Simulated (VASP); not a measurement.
# HfO2 (R-3m) in VASP: further runs

Runs on HfO2. Level: PBEsol. Tasks: single point.

Program: VASP 6.6.1. These are calculated values, not measurements. Logs are shortened: lines on timing, memory, paths and dates and some standing lists are left out, and cuts for length are marked.

## 1. The cell of the first run

It takes space group R-3m (No. 166, trigonal). The conventional cell has a = 3.582 Å, b = 3.582 Å, c = 8.429 Å, α = 90.00°, β = 90.00°, γ = 120.00°. Hf (site symmetry -3m) has 8 O at 2.11 to 2.18 Å within 2.8 Å. O (site symmetry 3m) has 4 Hf at 2.11 to 2.18 Å and 6 O at 2.50 Å within 2.8 Å.

## 2. Single point, PBEsol

INCAR reads:

```
SYSTEM = HfO2
PREC = Accurate ; ENCUT = 520
EDIFF = 1E-6 ; ISMEAR = 0
SIGMA = 0.05 ; LREAL = .False.
LASPH = .True. ; NELM = 80
ALGO = Normal ; ISIF = 2
LWAVE = .False. ; LCHARG = .False.
GGA = PS ; NBANDS = 18
```

KPOINTS reads:

```
Automatic mesh
0
Gamma
  8 8 8
  0 0 0
```

POSCAR reads:

```
HfO2
1.0
   -0.0665382587      2.4666441808      2.4666441808
    2.4666441808     -0.0665382587      2.4666441808
    2.4666441808      2.4666441808     -0.0665382587
Hf O
1 2
Direct
    0.0000000000      0.0000000000      0.0000000000
    0.2500000000      0.2500000000      0.2500000000
    0.7500000000      0.7500000000      0.7500000000
```

Potentials or basis: VASP PAW PBE potentials, release 64 (Hf_pv, O).

Command:

```console
cat potpaw_PBE.64/Hf_pv/POTCAR potpaw_PBE.64/O/POTCAR > POTCAR
mpirun -np 1 vasp_std > vasp.out
```

OUTCAR:

```text
SYSTEM = HfO2
   PREC = Accurate
   ENCUT = 520
   EDIFF = 1E-6
   ISMEAR = 0
   LREAL = .False.
   LASPH = .True.
   NELM = 80
   ISIF = 2
   GGA = PS

 ion  position               nearest neighbor table
   1  0.000  0.000  0.000-   2 2.11   3 2.11   3 2.18   3 2.18   3 2.18   2 2.18   2 2.18   2 2.18

   2  0.250  0.250  0.250-   1 2.11   1 2.18   1 2.18   1 2.18
   3  0.750  0.750  0.750-   1 2.11   1 2.18   1 2.18   1 2.18

  LATTYP: Found a trigonal (rhomboedric) cell.
 ALAT       =     3.4889961836
 COS(alpha) =     0.4728527458

  Lattice vectors:

 A1 = (  -0.0665382587,   2.4666441808,   2.4666441808)
 A2 = (   2.4666441808,  -0.0665382587,   2.4666441808)
 A3 = (   2.4666441808,   2.4666441808,  -0.0665382587)

Analysis of symmetry for initial positions (statically):
=====================================================================
 Subroutine PRICEL returns:
 Original cell was already a primitive cell.

 Routine SETGRP: Setting up the symmetry group for a
 trigonal (rhombohedral) supercell.

 Subroutine GETGRP returns: Found 12 space group operations
 (whereof 12 operations were pure point group operations)
 out of a pool of 12 trial point group operations.

The static configuration has the point symmetry D_3d.

Analysis of symmetry for dynamics (positions and initial velocities):
=====================================================================
 Subroutine PRICEL returns:
 Original cell was already a primitive cell.

 Routine SETGRP: Setting up the symmetry group for a
 trigonal (rhombohedral) supercell.

 Subroutine GETGRP returns: Found 12 space group operations
 (whereof 12 operations were pure point group operations)
 out of a pool of 12 trial point group operations.

The dynamic configuration has the point symmetry D_3d.

 Subroutine INISYM returns: Found 12 space group operations
 (whereof 12 operations are pure point group operations),
 and found     1 'primitive' translations

----------------------------------------------------------------------------------------

                                     Primitive cell

  volume of cell :      31.2300

  direct lattice vectors                    reciprocal lattice vectors
    -0.066538259  2.466644181  2.466644181    -0.194681594  0.200078762  0.200078762
     2.466644181 -0.066538259  2.466644181     0.200078762 -0.194681594  0.200078762
     2.466644181  2.466644181 -0.066538259     0.200078762  0.200078762 -0.194681594

  length of vectors
     3.488996184  3.488996184  3.488996184     0.343458796  0.343458796  0.343458796

  position of ions in fractional coordinates (direct lattice)
     0.000000000  0.000000000  0.000000000
     0.250000000  0.250000000  0.250000000
     0.750000000  0.750000000  0.750000000

  ion indices of the primitive-cell ions
   primitive index   ion index
                 1           1
                 2           2
                 3           3

----------------------------------------------------------------------------------------

 KPOINTS: Automatic mesh

Automatic generation of k-mesh.
 Grid dimensions read from file:
 generate k-points for:    8    8    8

 Generating k-lattice:

  Cartesian coordinates                     Fractional coordinates (reciprocal lattice)
    -0.024335199  0.025009845  0.025009845     0.125000000  0.000000000  0.000000000
     0.025009845 -0.024335199  0.025009845     0.000000000  0.125000000  0.000000000
     0.025009845  0.025009845 -0.024335199     0.000000000  0.000000000  0.125000000

  Length of vectors
     0.042932350  0.042932350  0.042932350

  Shift w.r.t. Gamma in fractional coordinates (k-lattice)
     0.000000000  0.000000000  0.000000000

 Subroutine IBZKPT returns following result:
 ===========================================

 Found     65 irreducible k-points:

 Following reciprocal coordinates:
            Coordinates               Weight
  0.000000  0.000000  0.000000      1.000000
  0.125000  0.000000  0.000000      6.000000
  0.250000  0.000000  0.000000      6.000000
  0.375000 -0.000000 -0.000000      6.000000
  0.500000  0.000000  0.000000      3.000000
  0.125000  0.125000  0.000000      6.000000
[... 16 lines left out ...]
  0.250000  0.125000  0.125000      6.000000
  0.375000  0.125000  0.125000      6.000000
 [... further k-points ...]
   k-points           NKPTS =     65   k-points in BZ     NKDIM =     65   number of bands    NBANDS=     18
   number of dos      NEDOS =    301   number of ions     NIONS =      3
   total plane-waves  NPLWV =  21952
   dimension x,y,z NGX =    28 NGY =   28 NGZ =   28
   dimension x,y,z NGXF=    56 NGYF=   56 NGZF=   56
   ions per type =               1   2
   NGX,Y,Z   is equivalent  to a cutoff of  13.34, 13.34, 13.34 a.u.
   NGXF,Y,Z  is equivalent  to a cutoff of  26.68, 26.68, 26.68 a.u.
 SYSTEM =  HfO2
   PREC   = accura    normal or accurate (medium, high low for compatibility)
   ISTART =      0    job   : 0-new  1-cont  2-samecut
   ICHARG =      2    charge: 1-file 2-atom 10-const
   ISPIN  =      1    spin polarized calculation?
   LNONCOLLINEAR =      F non collinear calculations
   LSORBIT =      F    spin-orbit coupling
   LASPH  =      T    aspherical Exc in radial PAW
   ENCUT  =  520.0 eV  38.22 Ry    6.18 a.u.   6.49  6.49  6.49*2*pi/ulx,y,z
   NELM   =     80;   NELMIN=  2; NELMDL= -5     # of ELM steps
   EDIFF  = 0.1E-05   stopping-criterion for ELM
   LREAL  =      F    real-space projection
   EDIFFG = 0.1E-04   stopping-criterion for IOM
   NSW    =      0    number of steps for IOM
   IBRION =     -1    ionic relax: 0-MD 1-quasi-New 2-CG
   NFREE  =      0    steps in history (QN), initial steepest desc. (CG)
   ISIF   =      2    stress and relaxation
   ISYM   =      2    0-nonsym 1-usesym 2-fastsym
   POTIM  = 0.5000    time-step for ionic-motion
   TEBEG  =    0.0;   TEEND  =   0.0 temperature during run
   PSTRESS=    0.0 pullay stress
   NELECT =      22.0000    total number of electrons
   NUPDOWN=      -1.0000    fix difference up-down
   EMIN   =  10.00;   EMAX   =-10.00  energy-range for DOS
   EFERMI =   0.00;   METHOD = LEGACY
   ISMEAR =     0;   SIGMA  =   0.05  broadening in eV -4-tet -1-fermi 0-gaus
   EFERMI_NEDOS =   21; number of points for ismear=-14 and -15
   IALGO  =     38    algorithm
   IMIX   =      4    mixing-type and parameters
     AMIX     =   0.40;   BMIX     =  1.00
     AMIX_MAG =   1.60;   BMIX_MAG =  1.00
  volume/ion in A,a.u.               =      10.41        70.25
  Fermi-wavevector in a.u.,A,eV,Ry     =   1.456661  2.752690 28.869662  2.121860
  Thomas-Fermi vector in A             =   2.573553
   LORBIT       =      0    0 simple, 1 ext, 2 COOP (PROOUT), +10 PAW based schemes
   GGA     = PS    functional components
   LHFCALC =     F    Hartree Fock is set to
   AEXX    =    0.0000 exact exchange contribution
   IVDW    =     0    specifies the selected vdW correction
   LEPSILON=     F    determine dielectric tensor
   LRPA    =     F    only Hartree local field effects (RPA)
 non-spin polarized calculation
 Gauss-broadening in eV      SIGMA  =   0.05
  energy-cutoff  :      520.00
  volume of cell :       31.23
 maximum number of plane-waves:       858
 NGX is ok and might be reduce to    28

 number of electron      22.0000000 magnetization

 Free energy of the ion-electron system (eV)
  ---------------------------------------------------
  ext. energy  EPLUGINS =         0.00000000
  ---------------------------------------------------
  free energy    TOTEN  =       -31.60594842 eV

  energy without entropy =      -31.60594842  energy(sigma->0) =      -31.60594842

 E-fermi :   4.7277     XC(G=0): -12.3318

 val. band max:        4.4895379688   @ k =   0.5000   0.5000   0.0000
 cond. band min:       8.2874763339   @ k =   0.5000   0.5000   0.0000
 fundamental gap:      3.7979383651
 Fermi energy:         4.7277065509

 k-point     1 :       0.0000    0.0000    0.0000
  band No.  band energies     occupation
      1     -24.9364      2.00000
      2     -24.9364      2.00000
      3     -24.9314      2.00000
      4     -14.4653      2.00000
      5     -11.1411      2.00000
      6      -1.2056      2.00000
[... 10 lines left out ...]
     17      15.8074      0.00000
     18      18.4804      0.00000

 k-point     2 :       0.1250    0.0000    0.0000
  band No.  band energies     occupation
      1     -25.0188      2.00000
      2     -24.9437      2.00000
      3     -24.9411      2.00000
      4     -14.2384      2.00000
      5     -11.3259      2.00000
      6      -1.0521      2.00000
[... 10 lines left out ...]
     17      15.4428      0.00000
     18      18.1790      0.00000

 k-point     3 :       0.2500    0.0000    0.0000
  band No.  band energies     occupation
      1     -25.2103      2.00000
      2     -24.9625      2.00000
      3     -24.9611      2.00000
      4     -13.7075      2.00000
      5     -11.6883      2.00000
      6      -0.6719      2.00000
[... 10 lines left out ...]
     17      14.9176      0.00000
     18      17.4408      0.00000

 k-point     4 :       0.3750   -0.0000   -0.0000
  band No.  band energies     occupation
      1     -25.3904      2.00000
      2     -24.9836      2.00000
      3     -24.9785      2.00000
      4     -13.2670      2.00000
      5     -11.8746      2.00000
      6      -0.2912      2.00000
[... 375 lines left out ...]
      4     -14.1979      2.00000
      5     -11.3649      2.00000
      6      -1.0264      2.00000
[... 10 lines left out ...]
     17      15.1856      0.00000
     18      18.2481      0.00000

 k-point    23 :       0.2500    0.1250    0.1250
  band No.  band energies     occupation
      1     -25.1388      2.00000
      2     -24.9810      2.00000
      3     -24.9511      2.00000
      4     -13.8412      2.00000
      5     -11.6249      2.00000
      6      -0.8487      2.00000
[... 10 lines left out ...]
     17      14.8952      0.00000
     18      18.0367      0.00000

 k-point    24 :       0.3750    0.1250    0.1250
  band No.  band energies     occupation
      1     -25.3012      2.00000
      2     -25.0251      2.00000
      3     -24.9686      2.00000
      4     -13.3019      2.00000
      5     -11.9362      2.00000
      6      -0.5978      2.00000
[... 10 lines left out ...]
     17      15.1008      0.00000
     18      17.4173      0.00000

 [... further k-points ...]
[... 5 lines left out ...]
  --------------------------------------------------------------------------------------
  -------------------------------------------------------------------------------------
  Total        0.8116407      0.8116407      0.8116407      0.6743535      0.6743535      0.6743535
  in kB       41.6392020     41.6392020     41.6392020     34.5960271     34.5960271     34.5960271
  external PRESSURE =      41.6392020 kB  Pullay stress =       0.0000000 kB

 VOLUME and BASIS-vectors are now :
 -----------------------------------------------------------------------------
  energy-cutoff  :      520.00
  volume of cell :       31.23
      direct lattice vectors                 reciprocal lattice vectors
    -0.066538259  2.466644181  2.466644181    -0.194681594  0.200078762  0.200078762
     2.466644181 -0.066538259  2.466644181     0.200078762 -0.194681594  0.200078762
     2.466644181  2.466644181 -0.066538259     0.200078762  0.200078762 -0.194681594

 POSITION                                       TOTAL-FORCE (eV/Angst)
 -----------------------------------------------------------------------------------
      0.00000      0.00000      0.00000         0.000000      0.000000      0.000000
      1.21669      1.21669      1.21669         0.276533      0.276533      0.276533
      3.65006      3.65006      3.65006        -0.276533     -0.276533     -0.276533
 -----------------------------------------------------------------------------------
    total drift:                                0.000000      0.000000      0.000000

  FREE ENERGIE OF THE ION-ELECTRON SYSTEM (eV)
  ---------------------------------------------------
  free  energy   TOTEN  =       -31.6059484226 eV

  energy  without entropy=      -31.6059484226  energy(sigma->0) =      -31.60594842
```

Wall time 47 s (1 thread of Intel Xeon Platinum 8259CL at 2.50GHz (Skylake/Cascade Lake), shared host); peak memory 0.18 GiB.

Results:

| Property | Result |
| --- | --- |
| Free energy | -31.6059 eV |
| Pressure | 4.2 GPa |
| Largest force | 0.479 eV/Å |
| Band gap on the k mesh | 3.80 eV, direct |

Forces on the atoms (eV/Å):
```
Hf   0.000  0.000  0.000
O    0.277  0.277  0.277
O   -0.277 -0.277 -0.277
```

Caveat: the PAW data sets were made with another functional, which shifts forces and pressure a little; spin-orbit coupling is left out, which moves the levels of the heavy elements. A k mesh can miss the band edges.

## 3. Single point, PBEsol

This run uses another cell than the first one, of the same volume but with other edges.

INCAR reads:

```
SYSTEM = HfO2
PREC     = Accurate       ! precision mode
ENCUT    = 520            ! plane-wave cutoff, eV
EDIFF    = 1E-6           ! SCF threshold, eV
ISMEAR   = 0              ! smearing method
SIGMA    = 0.05           ! smearing width, eV
LREAL    = .FALSE.        ! projectors in reciprocal space
LASPH    = .TRUE.         ! aspherical terms in the spheres
NELM     = 60             ! most SCF steps
ALGO     = Normal         ! electronic algorithm
ISIF     = 2              ! what is computed and relaxed
LWAVE    = .FALSE.        ! write WAVECAR
LCHARG   = .FALSE.        ! write CHGCAR
GGA      = PS             ! functional
NBANDS   = 18             ! bands
```

KPOINTS reads:

```
regular mesh
0
G
  8 8 8
  0 0 0
```

POSCAR reads:

```
HfO2
1.0
    0.0674097967      2.5336218710      2.5336218710
    2.5336218710      0.0674097967      2.5336218710
    2.5336218710      2.5336218710      0.0674097967
Hf O
1 2
Direct
    0.0000000000      0.0000000000      0.0000000000
    0.2500000000      0.2500000000      0.2500000000
    0.7500000000      0.7500000000      0.7500000000
```

Potentials or basis: VASP PAW PBE potentials, release 64 (Hf_pv, O).

Command:

```console
cat potpaw_PBE.64/Hf_pv/POTCAR potpaw_PBE.64/O/POTCAR > POTCAR
mpirun -np 1 vasp_std > vasp.out
```

It took 44 s on 1 thread of Intel Xeon Platinum 8259CL at 2.50GHz (Skylake/Cascade Lake), shared host; peak memory 0.18 GiB.

Results (log left out):

```
Free energy            : -31.6100 eV
Pressure               : 4.1 GPa
Largest force          : 0.353 eV/Å
Band gap on the k mesh : 3.80 eV, direct
```

Forces in eV/Å, atoms in the order of the input:
```
Hf   0.000  0.000  0.000
O   -0.204 -0.204 -0.204
O    0.204  0.204  0.204
```

Stress tensor (GPa, compression positive):
```
 4.11 -2.69 -2.69
-2.69  4.11 -2.69
-2.69 -2.69  4.11
```

Levels at points of the mesh, in eV from the valence-band top:
| k point | band 9 | band 10 | band 11 | band 12 | band 13 | band 14 |
| --- | --- | --- | --- | --- | --- | --- |
| (0.00, 0.00, 0.00) | -0.65 | -0.65 | -0.59 | 3.89 | 3.89 | 5.99 |
| (0.50, 0.00, 0.00) | -2.84 | -1.97 | -1.84 | 4.60 | 4.85 | 7.50 |
| (0.50, 0.50, 0.00) | -1.81 | -1.43 | 0.00 | 3.80 | 5.68 | 6.88 |
| (0.50, 0.50, 0.50) | -2.94 | -1.84 | -1.84 | 4.61 | 4.61 | 6.92 |

Caveat: the PAW data sets were made with another functional, which shifts forces and pressure a little; spin-orbit coupling is left out, which moves the levels of the heavy elements.
